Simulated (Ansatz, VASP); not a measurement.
# One calculation of SnSe, two programs

File POSCAR:

```
SnSe
1.0
    4.2853274191      0.0000000000      0.0000000000
    0.0000000000      4.2853274191      0.0000000000
    0.0000000000      0.0000000000     10.9906921300
Sn Se
2 2
Direct
    0.0000000000      0.5000000000      0.6277708900
    0.5000000000      0.0000000000      0.3722291100
    0.0000000000      0.5000000000      0.3839605100
    0.5000000000      0.0000000000      0.6160394900
```

File INCAR.step1:

```
PREC     = Accurate       # precision mode
ENCUT    = 520            # plane-wave cutoff, eV
ISMEAR   = -1             # smearing method
SIGMA    = 0.05           # smearing width, eV
LREAL    = F              # projectors in reciprocal space
LASPH    = T              # aspherical terms in the spheres
NELM     = 80             # most SCF steps
NBANDS   = 28             # bands
GGA      = PE             # functional
ALGO     = Normal         # electronic algorithm
EDIFF    = 1E-4           # SCF threshold, eV
LWAVE    = T              # write WAVECAR
LCHARG   = F              # write CHGCAR
```

File INCAR.step2:

```
PREC     = Accurate       # precision mode
ENCUT    = 520            # plane-wave cutoff, eV
EDIFF    = 1E-6           # SCF threshold, eV
ISMEAR   = -1             # smearing method
SIGMA    = 0.05           # smearing width, eV
LREAL    = F              # projectors in reciprocal space
LASPH    = T              # aspherical terms in the spheres
NELM     = 80             # most SCF steps
ALGO     = Normal         # electronic algorithm
ISIF     = 2              # what is computed and relaxed
LWAVE    = F              # write WAVECAR
LCHARG   = F              # write CHGCAR
METAGGA  = R2SCAN         # meta-GGA
LMIXTAU  = T            
NBANDS   = 28             # bands
ISTART   = 1
```

Contents of KPOINTS:

```
Automatic mesh
0
Gamma
  6 6 3
```

input.yaml

```yaml
crystal:
  lattice:
    - [4.2853274191, 0.0, 0.0]
    - [0.0, 4.2853274191, 0.0]
    - [0.0, 0.0, 10.99069213]
  atoms:
    - { symbol: Sn, position: [0.0, 0.5, 0.62777089] }
    - { symbol: Sn, position: [0.5, 0.0, 0.37222911] }
    - { symbol: Se, position: [0.0, 0.5, 0.38396051] }
    - { symbol: Se, position: [0.5, 0.0, 0.61603949] }
hamiltonian:
  xc: r2scan
  pseudopotentials: { kind: paw }
kpoints:
  mp_grid: { grid: [6, 6, 3] }
scf:
  occupations: { method: fermi_dirac, width: 0.05 }
output:
  forces: true
  stress: true
  eigenvalues: true
  write_density: true
  write_potential: true
  elf: true
  volumetric_format: npy
```

Alike in both runs: task single point; functional r2SCAN; k mesh 6 × 6 × 3; occupations fermi-dirac, width 0.05 eV; no spin polarisation.

|  | VASP | Ansatz |
| --- | --- | --- |
| version | VASP 6.6.1 | Ansatz 0.2.0 |
| potentials or method | VASP PAW PBE potentials, release 64 (Sn_d, Se) | Ansatz PAW |
| plane-wave cutoff (eV) | 520 | 500 |
| valence electrons in the cell | 40 | 60 |

|  | VASP | Ansatz | Ansatz less VASP |
| --- | --- | --- | --- |
| gap on the k mesh at the Fermi level (eV) | 1.77 | 1.78 | +0.006 |
| least direct gap on the mesh (eV) | 1.77 | 1.78 | +0.006 |
| rms of the force components (eV/Å) | 0.007 | 0.006 | -0.0009 |

VASP's potentials were made for PBE, not for r2SCAN. Atom by atom the forces differ by 0.008 eV/Å (rms over components). VASP's potentials hold 40 valence electrons a cell and Ansatz's 60, so a difference there can come from the potentials and not from the codes.

Noted on Ansatz's run: odd divisions of the mesh miss points on the zone boundary, where band edges often lie, so the gap on the mesh can be too wide.
